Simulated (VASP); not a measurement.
Set up this calculation in VASP 6.6.1, as the native input.

| Item | Value |
| --- | --- |
| Task | single point |
| Functional | r2SCAN |
| Potentials or basis | VASP PAW PBE potentials, release 64 (Zn, S) |
| Cutoff | 520 eV |
| k mesh | 12 × 12 × 2 |
| Occupations | gaussian, width 0.01 eV |
| Spin | no spin polarisation |
| Dipole correction | no |
| Further INCAR settings | ALGO = Normal; EDIFF = 1e-06; NBANDS = 46 |

The system is ZnS.

```
Zn S
1.0
     3.80761    0.00000    0.00000
    -1.90381    3.29749    0.00000
     0.00000    0.00000   12.46582
Zn S
4 4
Direct
  0.00000 0.00000 0.00011
  0.33333 0.66667 0.25007
  0.00000 0.00000 0.50011
  0.66667 0.33333 0.75007
  0.00000 0.00000 0.18724
  0.33333 0.66667 0.43759
  0.00000 0.00000 0.68724
  0.66667 0.33333 0.93759
```

These files were run (other wordings do the same):

POSCAR

```
ZnS
1.0
    3.8076115351      0.0000000000      0.0000000000
   -1.9038057675      3.2974883171      0.0000000000
    0.0000000000      0.0000000000     12.4658246188
Zn S
4 4
Direct
    0.0000000000      0.0000000000      0.0001052081
    0.3333333333      0.6666666667      0.2500673625
    0.0000000000      0.0000000000      0.5001052081
    0.6666666667      0.3333333333      0.7500673625
    0.0000000000      0.0000000000      0.1872391017
    0.3333333333      0.6666666667      0.4375883276
    0.0000000000      0.0000000000      0.6872391017
    0.6666666667      0.3333333333      0.9375883276
```

INCAR.step1

```
SYSTEM = ZnS
PREC = Accurate
ENCUT = 520
ISMEAR = 0
SIGMA = 0.01
LREAL = .FALSE.
LASPH = .TRUE.
NELM = 100
NBANDS = 46
GGA = PE
ALGO = Normal
EDIFF = 1E-4
LWAVE = .TRUE.
LCHARG = .FALSE.
```

INCAR.step2

```
SYSTEM = ZnS
PREC = Accurate
ENCUT = 520
EDIFF = 1E-6
ISMEAR = 0
SIGMA = 0.01
LREAL = .FALSE.
LASPH = .TRUE.
NELM = 100
ALGO = Normal
ISIF = 2
LWAVE = .FALSE.
LCHARG = .FALSE.
METAGGA = R2SCAN
LMIXTAU = .TRUE.
NBANDS = 46
ISTART = 1
```

KPOINTS

```
regular mesh
0
G
  12 12 2
  0 0 0
```

Potentials or basis: VASP PAW PBE potentials, release 64 (Zn, S).

The run is started by

```bash
$ cat potpaw_PBE.64/Zn/POTCAR potpaw_PBE.64/S/POTCAR > POTCAR
$ cp INCAR.step1 INCAR
$ mpirun -np 1 vasp_std > vasp.out
$ cp INCAR.step2 INCAR
$ mpirun -np 1 vasp_std > vasp.out
```

It gave:

- Pressure: 0.0 GPa
- Largest force: 0.007 eV/Å
- Band gap on the k mesh: 2.75 eV

Caveat: the PAW data sets were made with another functional, which shifts forces and pressure a little.

Wall time 6.7 min on 1 thread of Intel(R) Xeon(R) 6975P-C (Granite Rapids), with other jobs on the host, peak memory 0.41 GiB.
